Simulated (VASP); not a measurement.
Set up this calculation in VASP 6.6.1, as the native input.

```
Task                   : single point
Functional             : PBEsol
Potentials or basis    : VASP PAW PBE potentials, release 64 (Ru_pv)
Cutoff                 : 520 eV
k mesh                 : 9 × 9 × 5
Occupations            : gaussian, width 0.1 eV
Spin                   : no spin polarisation
Dipole correction      : no
Further INCAR settings : ALGO = Normal; EDIFF = 1e-06; NBANDS = 21
```

The structure of Ru lies in POSCAR:

```
Ru
1.0
    2.6876659841      0.0000000000      0.0000000000
   -1.3438329921      2.3275870191      0.0000000000
    0.0000000000      0.0000000000      4.2554592169
Ru
2
Direct
    0.3333333333      0.6666666667      0.2500000000
    0.6666666667      0.3333333333      0.7500000000
```

One way to write it, as run:

INCAR

```
SYSTEM = Ru
  PREC = Accurate
  ENCUT = 520
  EDIFF = 1E-6
  ISMEAR = 0
  SIGMA = 0.1
  LREAL = .False.
  LASPH = .True.
  NELM = 100
  ALGO = Normal
  ISIF = 2
  LWAVE = .False.
  LCHARG = .False.
  GGA = PS
  NBANDS = 21
```

KPOINTS

```
regular mesh
0
Gamma
  9 9 5
  0 0 0
```

Potentials or basis: VASP PAW PBE potentials, release 64 (Ru_pv).

The run is started by

```sh
$ cat potpaw_PBE.64/Ru_pv/POTCAR > POTCAR
$ mpirun -np 1 vasp_std > vasp.out
```

It gave:

The pressure is -0.1 GPa and the band gap on the k mesh is zero (bands 14 and 15 overlap by 3.15 eV).

Caveat: the PAW data sets were made with another functional, which shifts forces and pressure a little.

It took 16 s on 1 thread of Intel Xeon 8259CL (shared host), peak memory 0.15 GiB.
